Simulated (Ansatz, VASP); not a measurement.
## SrO in VASP and in Ansatz

```
CELL_PARAMETERS angstrom
3.52944 0.00000 0.00000
-1.76472 3.05658 0.00000
0.00000 0.00000 6.17558
ATOMIC_POSITIONS crystal
Sr 0.66667 0.33333 0.75000
Sr 0.33333 0.66667 0.25000
O 0.00000 0.00000 0.50000
O 0.00000 0.00000 0.00000
```

Alike in both runs: task single point; functional r2SCAN; k mesh 9 × 9 × 5; occupations fermi-dirac, width 0.05 eV; no spin polarisation.

|  | VASP | Ansatz |
| --- | --- | --- |
| version | VASP 6.6.1 | Ansatz 0.2.0 |
| potentials or method | VASP PAW PBE potentials, release 64 (Sr_sv, O) | Ansatz PAW |
| plane-wave cutoff (eV) | 520 | 500 |
| valence electrons in the cell | 32 | 32 |

Ansatz gave:

* gap on the k mesh at the Fermi level (eV): 3.57
* least direct gap on the mesh (eV): 3.78
* pressure (GPa): 1.4
* traceless stress, the component that is largest in VASP (GPa): 0.21

What did VASP give for the same quantities?

gap on the k mesh at the Fermi level (eV): 3.53; least direct gap on the mesh (eV): 3.78; pressure (GPa): 2.0; traceless stress, the component that is largest in VASP (GPa): 0.21.

VASP's potentials were made for PBE, not for r2SCAN.

Noted on Ansatz's run: odd divisions of the mesh miss points on the zone boundary, where band edges often lie, so the gap on the mesh can be too wide.
